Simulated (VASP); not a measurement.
Write the native input for VASP 6.6.1 that does the following.

- Task: single point
- Functional: PBE
- Potentials or basis: VASP PAW PBE potentials, release 64 (In_d, P)
- Cutoff: 400 eV
- k mesh: 1 × 1 × 1
- Occupations: gaussian, width 0.05 eV
- Spin: collinear spin
- Dipole correction: no
- Further INCAR settings: LREAL = Auto; ALGO = Normal; EDIFF = 1e-06; NBANDS = 276

The structure of In27P26 (a cell with a defect) lies in POSCAR:

```
In27P26
1.0
    0.0000000000      8.7915000000      8.7915000000
    8.7915000000      0.0000000000      8.7915000000
    8.7915000000      8.7915000000      0.0000000000
In P
27 26
Direct
    0.0017069319      0.0022703307      0.0014637948
    0.0023665048      0.0025699993      0.3261869583
   -0.0011079241     -0.0009568065      0.6675751775
    0.0021149017      0.3269322794      0.0020356495
   -0.0008379352      0.3340950318      0.3338869560
   -0.0008890208      0.3342352176      0.6659676348
   -0.0010388746      0.6676926388     -0.0011611429
   -0.0009114922      0.6664087329      0.3338593121
   -0.0010886783      0.6678366624      0.6675739230
    0.3260103502      0.0026787281      0.0022614774
    0.3339651845     -0.0006771023      0.3339068982
    0.3341298303     -0.0007567461      0.6660595474
    0.3339933724      0.3339798705     -0.0008682241
    0.3333373239      0.3333902098      0.3333008192
    0.3339333673      0.3340555022      0.6660660433
    0.3339749132      0.6663626071     -0.0009381678
    0.3339203449      0.6663486450      0.3338000699
    0.3341737018      0.6664405367      0.6662516593
    0.6676114668     -0.0009758583     -0.0011261572
    0.6661576220     -0.0007761360      0.3340792351
    0.6676416887     -0.0009198830      0.6676788189
    0.6660752732      0.3341455300     -0.0009451453
    0.6661341065      0.3340442775      0.3339007150
    0.6663010804      0.3343354395      0.6662515710
    0.6676596546      0.6677990147     -0.0011515643
    0.6662840569      0.6664616970      0.3340966506
    0.6663358968      0.6664171426      0.6663213062
    0.0833060193      0.0834401626      0.4145380456
    0.0834617794      0.0835731785      0.7515771949
    0.0833158259      0.4146340007      0.0832215386
    0.0834902506      0.4168394041      0.4163941317
    0.0832929929      0.4147029012      0.7519365406
    0.0832785988      0.7522413337      0.0831746865
    0.0832422518      0.7523584576      0.4144224434
    0.0840147007      0.7498446890      0.7496477524
    0.4145601043      0.0833352266      0.0832536967
    0.4166430181      0.0835775862      0.4165387996
    0.4145326960      0.0834190985      0.7520824109
    0.4164980111      0.4167599520      0.0834467947
    0.4165722892      0.4167692492      0.4164982042
    0.4167191208      0.4168563773      0.7498124449
    0.4144963493      0.7524142854      0.0831422231
    0.4167098499      0.7499978504      0.4166815881
    0.4167653800      0.7499249503      0.7497766158
    0.7517816614      0.0834842640      0.0833970808
    0.7521648547      0.0834037157      0.4145074096
    0.7497080245      0.0841788490      0.7496927416
    0.7520101809      0.4146510184      0.0832503290
    0.7498491220      0.4168928136      0.4166569293
    0.7498325958      0.4168458569      0.7497825206
    0.7497500940      0.7498150728      0.0839400341
    0.7497992518      0.7499177674      0.4167352415
    0.7497079727      0.7498645221      0.7496500721
```

One way to write it, as run:

INCAR

```
SYSTEM = In27P26
  PREC = Accurate
  ENCUT = 400
  EDIFF = 1E-6
  ISMEAR = 0
  SIGMA = 0.05
  LREAL = Auto
  LASPH = .TRUE.
  NELM = 200
  ALGO = Normal
  ISIF = 2
  LWAVE = .FALSE.
  LCHARG = .FALSE.
  ISPIN = 2
  MAGMOM = 0.2 0.2 0 0.2 0 0 0 0 0 0.2 0 0 0 0 0 0 0 0 0 0 0 0 0 0 0 0 0 0 0 0 0 0 0 0 0 0 0 0 0 0 0 0 0 0 0 0 0 0 0 0 0 0 0
  LORBIT = 11
  GGA = PE
  NBANDS = 276
  GGA_COMPAT = .FALSE.
```

KPOINTS

```
Automatic mesh
0
G
  1 1 1
  0 0 0
```

Potentials or basis: VASP PAW PBE potentials, release 64 (In_d, P).

Run with:

```bash
$ cat potpaw_PBE.64/In_d/POTCAR potpaw_PBE.64/P/POTCAR > POTCAR
$ mpirun -np 1 vasp_gam > vasp.out
```

Results of the run:

```json
{
  "Pressure": "4.1 GPa",
  "Largest force": "0.023 eV/Å",
  "Net moment": "0.00 μB per cell",
  "Valence electrons inside the program's atomic spheres": "In 11.40, 11.39, 11.47, 11.49, 11.50 (each value once); P 2.54, 2.55, 2.56 (each value once)"
}
```

Caveat: the k points lie up to 0.62 Å⁻¹ apart.

Wall time 24 min on 1 thread of Oxide Virtual Turin-like Processor, with other jobs on the host, peak memory 1.4 GiB.
